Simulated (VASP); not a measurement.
# TlSn (P4/mmm) in VASP: a series of runs

TlSn is run at these levels: LDA; tasks: density of states, electric field gradients.

All numbers are computed with VASP 6.6.1; they aren't measurements. Logs are shortened: lines on timing, memory, paths and dates and some standing lists are left out, and cuts for length are marked.

## (1) The cell of the first run

The structure is tetragonal, space group P4/mmm (No. 123). Conventional cell: a = 3.615 Å, b = 3.615 Å, c = 4.375 Å, α = 90.00°, β = 90.00°, γ = 90.00°. Tl (site symmetry 4/mmm) has 8 Sn at 3.36 Å and 6 Tl at 3.61 to 4.38 Å within 4.4 Å. Sn (site symmetry 4/mmm) has 8 Tl at 3.36 Å and 6 Sn at 3.61 to 4.38 Å within 4.4 Å.

## (2) Density of states, LDA

The input, POSCAR:

```
TlSn
1.0
    3.6147298654      0.0000000000      0.0000000000
    0.0000000000      3.6147298654      0.0000000000
    0.0000000000      0.0000000000      4.3750000000
Tl Sn
1 1
Direct
    0.0000000000      0.0000000000      0.0000000000
    0.5000000000      0.5000000000      0.5000000000
```

The input, INCAR.step1:

```
SYSTEM = TlSn
ALGO = Normal
EDIFF = 1E-6
ENCUT = 520
ISIF = 2
ISMEAR = -1
LASPH = .True.
LCHARG = .True.
LREAL = .False.
LWAVE = .False.
NBANDS = 20
NELM = 100
PREC = Accurate
SIGMA = 0.08
```

The input, KPOINTS.step1:

```
k-points
0
Gamma
  9 9 8
  0 0 0
```

The input, INCAR.step2:

```
SYSTEM = TlSn
ALGO = Normal
EDIFF = 1E-6
ENCUT = 520
ICHARG = 11
ISIF = 2
ISMEAR = -5
LASPH = .True.
LCHARG = .False.
LORBIT = 10
LREAL = .False.
LWAVE = .False.
NEDOS = 2001
NELM = 100
PREC = Accurate
SIGMA = 0.08
```

The input, KPOINTS.step2:

```
k-points
0
Gamma
  14 14 12
  0 0 0
```

Potentials or basis: VASP PAW LDA potentials, release 64 (Tl_d, Sn_d).

Run with:

```console
$ cat potpaw_LDA.64/Tl_d/POTCAR potpaw_LDA.64/Sn_d/POTCAR > POTCAR
$ cp INCAR.step1 INCAR
$ cp KPOINTS.step1 KPOINTS
$ mpirun -np 1 vasp_std > vasp.out
$ cp INCAR.step2 INCAR
$ cp KPOINTS.step2 KPOINTS
$ mpirun -np 1 vasp_std > vasp.out
```

OUTCAR:

```text
SYSTEM = TlSn
   EDIFF = 1E-6
   ENCUT = 520
   ICHARG = 11
   ISIF = 2
   ISMEAR = -5
   LASPH = .True.
   LORBIT = 10
   LREAL = .False.
   NELM = 100
   PREC = Accurate

 ion  position               nearest neighbor table
   1  0.000  0.000  0.000-   2 3.36   2 3.36   2 3.36   2 3.36   2 3.36   2 3.36   2 3.36   2 3.36

   2  0.500  0.500  0.500-   1 3.36   1 3.36   1 3.36   1 3.36   1 3.36   1 3.36   1 3.36   1 3.36

  LATTYP: Found a simple tetragonal cell.
 ALAT       =     3.6147298654
 C/A-ratio  =     1.2103255742

  Lattice vectors:

 A1 = (   3.6147298654,   0.0000000000,   0.0000000000)
 A2 = (   0.0000000000,   3.6147298654,   0.0000000000)
 A3 = (   0.0000000000,   0.0000000000,   4.3750000000)

Analysis of symmetry for initial positions (statically):
=====================================================================
 Subroutine PRICEL returns:
 Original cell was already a primitive cell.

 Routine SETGRP: Setting up the symmetry group for a
 simple tetragonal supercell.

 Subroutine GETGRP returns: Found 16 space group operations
 (whereof 16 operations were pure point group operations)
 out of a pool of 16 trial point group operations.

The static configuration has the point symmetry D_4h.

Analysis of symmetry for dynamics (positions and initial velocities):
=====================================================================
 Subroutine PRICEL returns:
 Original cell was already a primitive cell.

 Routine SETGRP: Setting up the symmetry group for a
 simple tetragonal supercell.

 Subroutine GETGRP returns: Found 16 space group operations
 (whereof 16 operations were pure point group operations)
 out of a pool of 16 trial point group operations.

The dynamic configuration has the point symmetry D_4h.

 Subroutine INISYM returns: Found 16 space group operations
 (whereof 16 operations are pure point group operations),
 and found     1 'primitive' translations

----------------------------------------------------------------------------------------

                                     Primitive cell

  volume of cell :      57.1649

  direct lattice vectors                    reciprocal lattice vectors
     3.614729865  0.000000000  0.000000000     0.276645846  0.000000000  0.000000000
     0.000000000  3.614729865  0.000000000     0.000000000  0.276645846  0.000000000
     0.000000000  0.000000000  4.375000000     0.000000000  0.000000000  0.228571429

  length of vectors
     3.614729865  3.614729865  4.375000000     0.276645846  0.276645846  0.228571429

  position of ions in fractional coordinates (direct lattice)
     0.000000000  0.000000000  0.000000000
     0.500000000  0.500000000  0.500000000

  ion indices of the primitive-cell ions
   primitive index   ion index
                 1           1
                 2           2

----------------------------------------------------------------------------------------

 KPOINTS: k-points

Automatic generation of k-mesh.
 Grid dimensions read from file:
 generate k-points for:   14   14   12

 Generating k-lattice:

  Cartesian coordinates                     Fractional coordinates (reciprocal lattice)
     0.019760418  0.000000000  0.000000000     0.071428571  0.000000000  0.000000000
     0.000000000  0.019760418  0.000000000     0.000000000  0.071428571  0.000000000
     0.000000000  0.000000000  0.019047619     0.000000000  0.000000000  0.083333333

  Length of vectors
     0.019760418  0.019760418  0.019047619

  Shift w.r.t. Gamma in fractional coordinates (k-lattice)
     0.000000000  0.000000000  0.000000000

 TETIRR: Found   3528 inequivalent tetrahedra from    14112

 Subroutine IBZKPT returns following result:
 ===========================================

 Found    252 irreducible k-points:

 Following reciprocal coordinates:
            Coordinates               Weight
  0.000000  0.000000  0.000000      1.000000
  0.071429  0.000000  0.000000      4.000000
  0.142857  0.000000  0.000000      4.000000
  0.214286  0.000000  0.000000      4.000000
  0.285714  0.000000  0.000000      4.000000
  0.357143  0.000000  0.000000      4.000000
[... 16 lines left out ...]
  0.285714  0.214286  0.000000      8.000000
  0.357143  0.214286  0.000000      8.000000
 [... further k-points ...]
   k-points           NKPTS =    252   k-points in BZ     NKDIM =    252   number of bands    NBANDS=     17
   number of dos      NEDOS =   2001   number of ions     NIONS =      2
   total plane-waves  NPLWV =  28224
   dimension x,y,z NGX =    28 NGY =   28 NGZ =   36
   dimension x,y,z NGXF=    56 NGYF=   56 NGZF=   72
   ions per type =               1   1
   NGX,Y,Z   is equivalent  to a cutoff of  12.88, 12.88, 13.68 a.u.
   NGXF,Y,Z  is equivalent  to a cutoff of  25.76, 25.76, 27.36 a.u.
 SYSTEM =  TlSn
   PREC   = accura    normal or accurate (medium, high low for compatibility)
   ISTART =      0    job   : 0-new  1-cont  2-samecut
   ICHARG =     11    charge: 1-file 2-atom 10-const
   ISPIN  =      1    spin polarized calculation?
   LNONCOLLINEAR =      F non collinear calculations
   LSORBIT =      F    spin-orbit coupling
   LASPH  =      T    aspherical Exc in radial PAW
   ENCUT  =  520.0 eV  38.22 Ry    6.18 a.u.   6.72  6.72  8.13*2*pi/ulx,y,z
   NELM   =    100;   NELMIN=  2; NELMDL=  0     # of ELM steps
   EDIFF  = 0.1E-05   stopping-criterion for ELM
   LREAL  =      F    real-space projection
   EDIFFG = 0.1E-04   stopping-criterion for IOM
   NSW    =      0    number of steps for IOM
   IBRION =     -1    ionic relax: 0-MD 1-quasi-New 2-CG
   NFREE  =      0    steps in history (QN), initial steepest desc. (CG)
   ISIF   =      2    stress and relaxation
   ISYM   =      2    0-nonsym 1-usesym 2-fastsym
   POTIM  = 0.5000    time-step for ionic-motion
   TEBEG  =    0.0;   TEEND  =   0.0 temperature during run
   PSTRESS=    0.0 pullay stress
   NELECT =      27.0000    total number of electrons
   NUPDOWN=      -1.0000    fix difference up-down
   EMIN   =  10.00;   EMAX   =-10.00  energy-range for DOS
   EFERMI =   0.00;   METHOD = LEGACY
   ISMEAR =    -5;   SIGMA  =   0.08  broadening in eV -4-tet -1-fermi 0-gaus
   EFERMI_NEDOS =   21; number of points for ismear=-14 and -15
   IALGO  =     38    algorithm
   IMIX   =      4    mixing-type and parameters
     AMIX     =   0.40;   BMIX     =  1.00
     AMIX_MAG =   1.60;   BMIX_MAG =  1.00
  volume/ion in A,a.u.               =      28.58       192.88
  Fermi-wavevector in a.u.,A,eV,Ry     =   1.274929  2.409267 22.115525  1.625445
  Thomas-Fermi vector in A             =   2.407670
   LORBIT       =     10    0 simple, 1 ext, 2 COOP (PROOUT), +10 PAW based schemes
   GGA     = CA    functional components
   LHFCALC =     F    Hartree Fock is set to
   AEXX    =    0.0000 exact exchange contribution
   IVDW    =     0    specifies the selected vdW correction
   LEPSILON=     F    determine dielectric tensor
   LRPA    =     F    only Hartree local field effects (RPA)
 non-spin polarized calculation
 Fermi weights with tetrahedron method with Bloechl corrections
  energy-cutoff  :      520.00
  volume of cell :       57.16
 maximum number of plane-waves:      1568
 NGX is ok and might be reduce to    28

 number of electron      26.9999984 magnetization

 Free energy of the ion-electron system (eV)
  ---------------------------------------------------
  ext. energy  EPLUGINS =         0.00000000
  ---------------------------------------------------
  free energy    TOTEN  =        -7.27811638 eV

  energy without entropy =       -7.27811638  energy(sigma->0) =       -7.27811638

 E-fermi :   6.7466     XC(G=0): -10.4385

 val. band max:        6.9061657955   @ k =   0.3571   0.0714   0.0000
 cond. band min:       6.5312326310   @ k =   0.2857   0.2857   0.4167
 fundamental gap:     -0.3749331645
 Fermi energy:         6.7465888315

 k-point     1 :       0.0000    0.0000    0.0000
  band No.  band energies     occupation
      1     -14.6928      2.00000
      2     -14.6635      2.00000
      3     -14.6330      2.00000
      4     -14.6330      2.00000
      5     -14.6165      2.00000
      6      -4.8220      2.00000
[... 9 lines left out ...]
     16      12.0310      0.00000
     17      12.8793      0.00000

 k-point     2 :       0.0714    0.0000    0.0000
  band No.  band energies     occupation
      1     -14.6901      2.00000
      2     -14.6623      2.00000
      3     -14.6342      2.00000
      4     -14.6329      2.00000
      5     -14.6176      2.00000
      6      -4.8111      2.00000
[... 9 lines left out ...]
     16      12.2411      0.00000
     17      13.2934      0.00000

 k-point     3 :       0.1429    0.0000    0.0000
  band No.  band energies     occupation
      1     -14.6837      2.00000
      2     -14.6579      2.00000
      3     -14.6376      2.00000
      4     -14.6324      2.00000
      5     -14.6206      2.00000
      6      -4.7855      2.00000
[... 9 lines left out ...]
     16      12.4408      0.00000
     17      14.1631      0.00000

 k-point     4 :       0.2143    0.0000    0.0000
  band No.  band energies     occupation
      1     -14.6774      2.00000
      2     -14.6484      2.00000
      3     -14.6425      2.00000
      4     -14.6317      2.00000
      5     -14.6249      2.00000
      6      -4.7599      2.00000
[... 9 lines left out ...]
     16      12.3863      0.00000
     17      13.0928      0.00000
[... 343 lines left out ...]
      1     -14.6488      2.00000
      2     -14.6468      2.00000
      3     -14.6420      2.00000
      4     -14.6410      2.00000
      5     -14.6345      2.00000
      6      -4.6341      2.00000
[... 9 lines left out ...]
     16      11.3513      0.00000
     17      12.5743      0.00000

 k-point    23 :       0.2857    0.2143    0.0000
  band No.  band energies     occupation
      1     -14.6472      2.00000
      2     -14.6467      2.00000
      3     -14.6409      2.00000
      4     -14.6401      2.00000
      5     -14.6315      2.00000
      6      -4.6159      2.00000
[... 9 lines left out ...]
     16      10.2488      0.00000
     17      11.8995      0.00000

 k-point    24 :       0.3571    0.2143    0.0000
  band No.  band energies     occupation
      1     -14.6522      2.00000
      2     -14.6462      2.00000
      3     -14.6449      2.00000
      4     -14.6405      2.00000
      5     -14.6165      2.00000
      6      -4.6468      2.00000
[... 9 lines left out ...]
     16       9.4371      0.00000
     17      11.0688      0.00000

 [... further k-points ...]
[... 5 lines left out ...]
  --------------------------------------------------------------------------------------
  -------------------------------------------------------------------------------------
  Total       -1.1452629     -1.1452629     -0.8368210      0.0000000     -0.0000000      0.0000000
  in kB      -32.0985951    -32.0985951    -23.4538090      0.0000000     -0.0000000      0.0000000
  external PRESSURE =     -29.2169997 kB  Pullay stress =       0.0000000 kB

 VOLUME and BASIS-vectors are now :
 -----------------------------------------------------------------------------
  energy-cutoff  :      520.00
  volume of cell :       57.16
      direct lattice vectors                 reciprocal lattice vectors
     3.614729865  0.000000000  0.000000000     0.276645846  0.000000000  0.000000000
     0.000000000  3.614729865  0.000000000     0.000000000  0.276645846  0.000000000
     0.000000000  0.000000000  4.375000000     0.000000000  0.000000000  0.228571429

 POSITION                                       TOTAL-FORCE (eV/Angst)
 -----------------------------------------------------------------------------------
      0.00000      0.00000      0.00000         0.000000      0.000000      0.000000
      1.80736      1.80736      2.18750         0.000000      0.000000      0.000000
 -----------------------------------------------------------------------------------
    total drift:                                0.000000      0.000000      0.000000

  FREE ENERGIE OF THE ION-ELECTRON SYSTEM (eV)
  ---------------------------------------------------
  free  energy   TOTEN  =        -7.2781163775 eV

  energy  without entropy=       -7.2781163775  energy(sigma->0) =       -7.27811638

 total charge

# of ion       s       p       d       tot
------------------------------------------
    1        1.181   0.413   9.635  11.230
    2        1.319   0.856   9.952  12.127
--------------------------------------------------
tot          2.500   1.269  19.588  23.357
```

Run time: 65 s. Hardware: 1 thread of Intel Xeon 6975P-C (Granite Rapids), shared host; peak memory 0.37 GiB.

What came out:

```yaml
Valence_electrons_inside_the_program's_atomic_spheres: Tl 11.23; Sn 12.13
```

Caveat: spin-orbit coupling is left out, which moves the levels of the heavy elements; tetrahedron occupations give inexact forces and stress in metals.

(Continued in part 2 of 2.)
